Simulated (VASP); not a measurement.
# Ni (Fm-3m) in VASP: further runs

The runs below take Ni through single point, with LDA.

Everything below comes from runs of VASP 6.6.1. Logs are shortened: lines on timing, memory, paths and dates and some standing lists are left out, and cuts for length are marked.

### Step 1. The cell of the first run

The structure is cubic, space group Fm-3m (No. 225). Conventional cell: a = 3.425 Å, b = 3.425 Å, c = 3.425 Å, α = 90.00°, β = 90.00°, γ = 90.00°. Ni (site symmetry m-3m) has 12 Ni at 2.42 Å within 3.2 Å.

### Step 2. Single point, LDA, collinear spin, ferromagnetic start

File INCAR:

```
SYSTEM = Ni
PREC     = Accurate       ! precision mode
ENCUT    = 520            ! plane-wave cutoff, eV
EDIFF    = 1E-6           ! SCF threshold, eV
ISMEAR   = -1             ! smearing method
SIGMA    = 0.05           ! smearing width, eV
LREAL    = .False.        ! projectors in reciprocal space
LASPH    = .True.         ! aspherical terms in the spheres
NELM     = 150            ! most SCF steps
ALGO     = Normal         ! electronic algorithm
ISIF     = 2              ! what is computed and relaxed
LWAVE    = .False.        ! write WAVECAR
LCHARG   = .False.        ! write CHGCAR
ISPIN    = 2              ! spin polarisation
MAGMOM   = 0.607          ! initial moments
LORBIT   = 11             ! projections on sites
LMAXMIX  = 4              ! l up to which the mixer works
GGA      = CA             ! functional
NBANDS   = 15             ! bands
```

File KPOINTS:

```
regular mesh
0
Gamma
  23 23 23
  0 0 0
```

File POSCAR:

```
Ni
1.0
    0.0000000000      1.7124646296      1.7124646296
    1.7124646296      0.0000000000      1.7124646296
    1.7124646296      1.7124646296      0.0000000000
Ni
1
Direct
    0.0000000000      0.0000000000      0.0000000000
```

Potentials or basis: VASP PAW LDA potentials, release 64 (Ni).

Launch:

```sh
> cat potpaw_LDA.64/Ni/POTCAR > POTCAR
> mpirun -np 1 vasp_std > vasp.out
```

OUTCAR:

```text
SYSTEM = Ni
   PREC = Accurate
   ENCUT = 520
   EDIFF = 1E-6
   ISMEAR = -1
   LREAL = .False.
   LASPH = .True.
   NELM = 150
   ISIF = 2
   ISPIN = 2
   LORBIT = 11
   GGA = CA

 ion  position               nearest neighbor table
   1  0.000  0.000  0.000-

  LATTYP: Found a face centered cubic cell.
 ALAT       =     3.4249292592

  Lattice vectors:

 A1 = (   0.0000000000,   1.7124646296,   1.7124646296)
 A2 = (   1.7124646296,   0.0000000000,   1.7124646296)
 A3 = (   1.7124646296,   1.7124646296,   0.0000000000)

Analysis of symmetry for initial positions (statically):
=====================================================================
 Subroutine PRICEL returns:
 Original cell was already a primitive cell.

 Routine SETGRP: Setting up the symmetry group for a
 face centered cubic supercell.

 Subroutine GETGRP returns: Found 48 space group operations
 (whereof 48 operations were pure point group operations)
 out of a pool of 48 trial point group operations.

The static configuration has the point symmetry O_h .

Analysis of symmetry for dynamics (positions and initial velocities):
=====================================================================
 Subroutine PRICEL returns:
 Original cell was already a primitive cell.

 Routine SETGRP: Setting up the symmetry group for a
 face centered cubic supercell.

 Subroutine GETGRP returns: Found 48 space group operations
 (whereof 48 operations were pure point group operations)
 out of a pool of 48 trial point group operations.

The dynamic configuration has the point symmetry O_h .

Analysis of structural, dynamic, and magnetic symmetry:
=====================================================================
 Subroutine PRICEL returns:
 Original cell was already a primitive cell.

 Routine SETGRP: Setting up the symmetry group for a
 face centered cubic supercell.

 Subroutine GETGRP returns: Found 48 space group operations
 (whereof 48 operations were pure point group operations)
 out of a pool of 48 trial point group operations.

The overall configuration has the point symmetry O_h .

 Subroutine INISYM returns: Found 48 space group operations
 (whereof 48 operations are pure point group operations),
 and found     1 'primitive' translations

----------------------------------------------------------------------------------------

                                     Primitive cell

  volume of cell :      10.0437

  direct lattice vectors                    reciprocal lattice vectors
     0.000000000  1.712464630  1.712464630    -0.291976833  0.291976833  0.291976833
     1.712464630  0.000000000  1.712464630     0.291976833 -0.291976833  0.291976833
     1.712464630  1.712464630  0.000000000     0.291976833  0.291976833 -0.291976833

  length of vectors
     2.421790704  2.421790704  2.421790704     0.505718710  0.505718710  0.505718710

  position of ions in fractional coordinates (direct lattice)
     0.000000000  0.000000000  0.000000000

  ion indices of the primitive-cell ions
   primitive index   ion index
                 1           1

----------------------------------------------------------------------------------------

 KPOINTS: regular mesh

Automatic generation of k-mesh.
 Grid dimensions read from file:
 generate k-points for:   23   23   23

 Generating k-lattice:

  Cartesian coordinates                     Fractional coordinates (reciprocal lattice)
    -0.012694645  0.012694645  0.012694645     0.043478261  0.000000000  0.000000000
     0.012694645 -0.012694645  0.012694645     0.000000000  0.043478261  0.000000000
     0.012694645  0.012694645 -0.012694645     0.000000000  0.000000000  0.043478261

  Length of vectors
     0.021987770  0.021987770  0.021987770

  Shift w.r.t. Gamma in fractional coordinates (k-lattice)
     0.000000000  0.000000000  0.000000000

 Subroutine IBZKPT returns following result:
 ===========================================

 Found    364 irreducible k-points:

 Following reciprocal coordinates:
            Coordinates               Weight
  0.000000  0.000000  0.000000      1.000000
  0.043478  0.000000  0.000000      8.000000
  0.086957  0.000000  0.000000      8.000000
  0.130435  0.000000  0.000000      8.000000
  0.173913  0.000000  0.000000      8.000000
  0.217391  0.000000  0.000000      8.000000
[... 16 lines left out ...]
  0.478261  0.043478  0.000000     24.000000
 -0.478261  0.043478  0.000000     24.000000
 [... further k-points ...]
   k-points           NKPTS =    364   k-points in BZ     NKDIM =    364   number of bands    NBANDS=     15
   number of dos      NEDOS =    301   number of ions     NIONS =      1
   total plane-waves  NPLWV =   5832
   dimension x,y,z NGX =    18 NGY =   18 NGZ =   18
   dimension x,y,z NGXF=    36 NGYF=   36 NGZF=   36
   ions per type =               1
   NGX,Y,Z   is equivalent  to a cutoff of  12.36, 12.36, 12.36 a.u.
   NGXF,Y,Z  is equivalent  to a cutoff of  24.71, 24.71, 24.71 a.u.
 SYSTEM =  Ni
   PREC   = accura    normal or accurate (medium, high low for compatibility)
   ISTART =      0    job   : 0-new  1-cont  2-samecut
   ICHARG =      2    charge: 1-file 2-atom 10-const
   ISPIN  =      2    spin polarized calculation?
   LNONCOLLINEAR =      F non collinear calculations
   LSORBIT =      F    spin-orbit coupling
   LASPH  =      T    aspherical Exc in radial PAW
   ENCUT  =  520.0 eV  38.22 Ry    6.18 a.u.   4.50  4.50  4.50*2*pi/ulx,y,z
   NELM   =    150;   NELMIN=  2; NELMDL= -5     # of ELM steps
   EDIFF  = 0.1E-05   stopping-criterion for ELM
   LREAL  =      F    real-space projection
   EDIFFG = 0.1E-04   stopping-criterion for IOM
   NSW    =      0    number of steps for IOM
   IBRION =     -1    ionic relax: 0-MD 1-quasi-New 2-CG
   NFREE  =      0    steps in history (QN), initial steepest desc. (CG)
   ISIF   =      2    stress and relaxation
   ISYM   =      2    0-nonsym 1-usesym 2-fastsym
   POTIM  = 0.5000    time-step for ionic-motion
   TEBEG  =    0.0;   TEEND  =   0.0 temperature during run
   PSTRESS=    0.0 pullay stress
   NELECT =      10.0000    total number of electrons
   NUPDOWN=      -1.0000    fix difference up-down
   EMIN   =  10.00;   EMAX   =-10.00  energy-range for DOS
   EFERMI =   0.00;   METHOD = LEGACY
   ISMEAR =    -1;   SIGMA  =   0.05  broadening in eV -4-tet -1-fermi 0-gaus
   EFERMI_NEDOS =   21; number of points for ismear=-14 and -15
   IALGO  =     38    algorithm
   IMIX   =      4    mixing-type and parameters
     AMIX     =   0.40;   BMIX     =  1.00
     AMIX_MAG =   1.60;   BMIX_MAG =  1.00
  volume/ion in A,a.u.               =      10.04        67.78
  Fermi-wavevector in a.u.,A,eV,Ry     =   1.634719  3.089172 36.358952  2.672308
  Thomas-Fermi vector in A             =   2.726312
   LORBIT       =     11    0 simple, 1 ext, 2 COOP (PROOUT), +10 PAW based schemes
   GGA     = CA    functional components
   LHFCALC =     F    Hartree Fock is set to
   AEXX    =    0.0000 exact exchange contribution
   IVDW    =     0    specifies the selected vdW correction
   LEPSILON=     F    determine dielectric tensor
   LRPA    =     F    only Hartree local field effects (RPA)
 spin polarized calculation
  energy-cutoff  :      520.00
  volume of cell :       10.04
 maximum number of plane-waves:       290
 NGX is ok and might be reduce to    18
   NGX =  9   NGY =  9   NGZ =  9

 number of electron      10.0000000 magnetization       0.6070000

 number of electron       9.9999990 magnetization       0.5809712

 Free energy of the ion-electron system (eV)
  ---------------------------------------------------
  ext. energy  EPLUGINS =         0.00000000
  ---------------------------------------------------
  free energy    TOTEN  =        -6.58670613 eV

  energy without entropy =       -6.57290873  energy(sigma->0) =       -6.57980743

 E-fermi :  10.2104     XC(G=0): -14.0930

 val. band max:       10.2091958067   @ k =  -0.4348   0.4783   0.0435
 cond. band min:      10.2111367368   @ k =   0.4348   0.3913   0.0435
 fundamental gap:      0.0019409301
 Fermi energy:        10.2103825211

 spin component 1

 k-point     1 :       0.0000    0.0000    0.0000
  band No.  band energies     occupation
      1       0.6636      1.00000
      2       7.6607      1.00000
      3       7.6607      1.00000
      4       7.6607      1.00000
      5       8.9532      1.00000
      6       8.9532      1.00000
      7      34.6637      0.00000
      8      39.0596      0.00000
      9      39.0596      0.00000
     10      39.0596      0.00000
     11      42.3218      0.00000
     12      42.3218      0.00000
     13      42.3218      0.00000
     14      45.2869      0.00000
     15      52.2231      0.00000
[... 397 lines left out ...]
 k-point    24 :      -0.4783    0.0435    0.0000
  band No.  band energies     occupation
      1       5.0180      1.00000
      2       7.6137      1.00000
      3       7.6795      1.00000
      4       9.1516      1.00000
      5       9.7259      0.99994
      6      10.4637      0.00627
      7      16.5593      0.00000
      8      32.8001      0.00000
      9      35.4048      0.00000
     10      35.7043      0.00000
     11      39.7429      0.00000
     12      40.1073      0.00000
     13      46.4103      0.00000
     14      55.8010      0.00000
     15      58.4538      0.00000

 [... further k-points ...]

 spin component 2

 k-point     1 :       0.0000    0.0000    0.0000
  band No.  band energies     occupation
      1       0.7093      1.00000
      2       8.2549      1.00000
      3       8.2549      1.00000
      4       8.2549      1.00000
      5       9.5009      1.00000
      6       9.5009      1.00000
      7      34.6543      0.00000
      8      39.1065      0.00000
      9      39.1065      0.00000
     10      39.1065      0.00000
     11      42.4895      0.00000
     12      42.4895      0.00000
     13      42.4895      0.00000
     14      45.2697      0.00000
     15      52.4102      0.00000
[... 397 lines left out ...]
 k-point    24 :      -0.4783    0.0435    0.0000
  band No.  band energies     occupation
      1       5.3865      1.00000
      2       8.1400      1.00000
      3       8.2136      1.00000
      4       9.4537      1.00000
      5      10.3583      0.04937
      6      10.8363      0.00000
      7      16.9314      0.00000
      8      32.8029      0.00000
      9      35.5177      0.00000
     10      35.8240      0.00000
     11      39.8707      0.00000
     12      40.2250      0.00000
     13      46.6077      0.00000
     14      57.0492      0.00000
     15      58.5787      0.00000

 [... further k-points ...]

------------------------ aborting loop because EDIFF is reached ----------------------------------------

  FORCE on cell =-STRESS in cart. coord.  units (eV):
  Direction    XX          YY          ZZ          XY          YZ          ZX
  --------------------------------------------------------------------------------------
  -------------------------------------------------------------------------------------
  Total       -0.0275130     -0.0275130     -0.0275130      0.0000000      0.0000000      0.0000000
  in kB       -4.3888734     -4.3888734     -4.3888734      0.0000000      0.0000000      0.0000000
  external PRESSURE =      -4.3888734 kB  Pullay stress =       0.0000000 kB

 VOLUME and BASIS-vectors are now :
 -----------------------------------------------------------------------------
  energy-cutoff  :      520.00
  volume of cell :       10.04
      direct lattice vectors                 reciprocal lattice vectors
     0.000000000  1.712464630  1.712464630    -0.291976833  0.291976833  0.291976833
     1.712464630  0.000000000  1.712464630     0.291976833 -0.291976833  0.291976833
     1.712464630  1.712464630  0.000000000     0.291976833  0.291976833 -0.291976833

 POSITION                                       TOTAL-FORCE (eV/Angst)
 -----------------------------------------------------------------------------------
      0.00000      0.00000      0.00000         0.000000      0.000000      0.000000
 -----------------------------------------------------------------------------------
    total drift:                               -0.000000     -0.000000     -0.000000

  FREE ENERGIE OF THE ION-ELECTRON SYSTEM (eV)
  ---------------------------------------------------
  free  energy   TOTEN  =        -6.5867061268 eV

  energy  without entropy=       -6.5729087327  energy(sigma->0) =       -6.57980743

 total charge

# of ion       s       p       d       tot
------------------------------------------
    1        0.535   0.571   8.367   9.473

 magnetization (x)

# of ion       s       p       d       tot
------------------------------------------
    1       -0.005  -0.018   0.604   0.581
```

It took 2.7 min on 1 thread of Intel Xeon 8259CL, shared host; peak memory 0.19 GiB.

Results:

```
Free energy                                           : -6.5867 eV
Pressure                                              : -0.4 GPa
Net moment                                            : 0.58 μB per cell
Site moments                                          : Ni +0.58 μB
Valence electrons inside the program's atomic spheres : Ni 9.47
```

### Step 3. Single point, LDA, collinear spin, ferromagnetic start

File INCAR:

```
PREC = Accurate
ENCUT = 520
EDIFF = 1E-7
ISMEAR = -1
SIGMA = 0.05
LREAL = F
LASPH = T
NELM = 150
ALGO = Normal
ISIF = 2
LWAVE = F
LCHARG = T
ISPIN = 2
MAGMOM = 0.607
LORBIT = 11
LMAXMIX = 4
GGA = CA
LELF = T
LVHAR = T
NBANDS = 15
```

File KPOINTS:

```
regular mesh
0
Gamma
  26 26 26
```

POSCAR is that of step 2.

Potentials or basis: VASP PAW LDA potentials, release 64 (Ni).

Launch:

```sh
> cat potpaw_LDA.64/Ni/POTCAR > POTCAR
> mpirun -np 1 vasp_std > vasp.out
```

It took 3.6 min on 1 thread of Intel Xeon 8259CL, shared host; peak memory 0.22 GiB.

It converged, with:

```yaml
Free_energy: -6.5867 eV
Pressure: -0.5 GPa
Net_moment: 0.57 μB per cell
Site_moments: Ni +0.57 μB
Valence_electrons_inside_the_program's_atomic_spheres: Ni 9.47
```

Levels at points of the mesh, in eV from the Fermi level:
Spin up:
```csv
k point,band 1,band 2,band 3,band 4,band 5,band 6,band 7,band 8,band 9,band 10
"(0.00, 0.00, 0.00)",-9.55,-2.54,-2.54,-2.54,-1.25,-1.25,24.45,28.85,28.85,28.85
"(0.50, 0.00, 0.00)",-5.23,-2.55,-2.55,-0.46,-0.46,-0.40,6.33,22.94,25.99,25.99
"(0.50, 0.50, 0.00)",-5.10,-4.55,-0.44,-0.29,-0.29,2.51,10.03,15.54,15.54,20.87
```
Spin down:
```tsv
k point	band 1	band 2	band 3	band 4	band 5	band 6	band 7	band 8	band 9	band 10
(0.00, 0.00, 0.00)	-9.50	-1.96	-1.96	-1.96	-0.71	-0.71	24.44	28.89	28.89	28.89
(0.50, 0.00, 0.00)	-4.87	-2.03	-2.03	-0.36	0.15	0.15	6.70	22.92	26.10	26.10
(0.50, 0.50, 0.00)	-4.77	-4.07	0.12	0.38	0.38	2.56	10.30	15.61	15.61	21.10
```
